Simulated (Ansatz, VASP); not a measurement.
One calculation of CdI2, two programs

The input INCAR:

```
PREC = Accurate ; ENCUT = 500
EDIFF = 1E-6 ; ISMEAR = -1
SIGMA = 0.03 ; LREAL = F
LASPH = T ; NELM = 120
ALGO = Normal ; ISIF = 2
LWAVE = F ; LCHARG = F
GGA = PS ; NBANDS = 20
GGA_COMPAT = F
```

File KPOINTS:

```
regular mesh
0
Gamma
  8 8 5
```

File POSCAR:

```
CdI2
1.0
    4.2439992147      0.0000000000      0.0000000000
   -2.1219996073      3.6754111335      0.0000000000
    0.0000000000      0.0000000000      6.9275900000
Cd I
1 2
Direct
    0.0000000000      0.0000000000      0.0000000000
    0.3333333333      0.6666666667      0.2492000000
    0.6666666667      0.3333333333      0.7508000000
```

Input for Ansatz:

```yaml
crystal:
  lattice:
    - [4.2439992147, 0.0, 0.0]
    - [-2.1219996073, 3.6754111335, 0.0]
    - [0.0, 0.0, 6.92759]
  atoms:
    - { symbol: Cd, position: [0.0, 0.0, 0.0] }
    - { symbol: I, position: [0.3333333333, 0.6666666667, 0.2492] }
    - { symbol: I, position: [0.6666666667, 0.3333333333, 0.7508] }
kpoints:
  mp_grid: { grid: [8, 8, 5] }
  band_path:
    path:
      - [0.0, 0.0, 0.0]
      - [0.5, 0.0, 0.0]
      - [0.3333333333, 0.3333333333, 0.0]
      - [0.0, 0.0, 0.0]
      - [0.0, 0.0, 0.5]
      - [0.5, 0.0, 0.5]
      - [0.3333333333, 0.3333333333, 0.5]
      - [0.0, 0.0, 0.5]
      - [0.5, 0.0, 0.5]
    npoints: 5
scf:
  occupations: { method: fermi_dirac, width: 0.03 }
hamiltonian:
  xc: pbesol
  pseudopotentials: { kind: all_electron, lapw: { basis_error: 0.0005 } }
output:
  forces: true
  stress: true
  eigenvalues: true
```

Change from the starting cell: zz strain of +1 %.

Alike in both runs: task single point; functional PBEsol; k mesh 8 × 8 × 5; occupations fermi-dirac, width 0.03 eV; no spin polarisation.

```csv
,VASP,Ansatz
version,VASP 6.6.1,Ansatz 0.2.0
potentials or method,"VASP PAW PBE potentials, release 64 (Cd, I), cutoff 500 eV","all-electron LAPW, scalar-relativistic"
```

VASP gave:

```
gap on the k mesh at the Fermi level (eV) : 2.25
pressure (GPa)                            : -0.6
rms of the force components (eV/Å)        : 0.069
```

Problem. What did Ansatz give for the same quantities?

Solution. gap on the k mesh at the Fermi level (eV): 2.26; pressure (GPa): -0.7; rms of the force components (eV/Å): 0.080.

VASP's potentials were made for PBE, not for PBEsol. Atom by atom the forces differ by 0.011 eV/Å (rms over components). Ansatz ran all-electron here, and VASP with PAW potentials.

Neither program's run includes spin-orbit coupling.
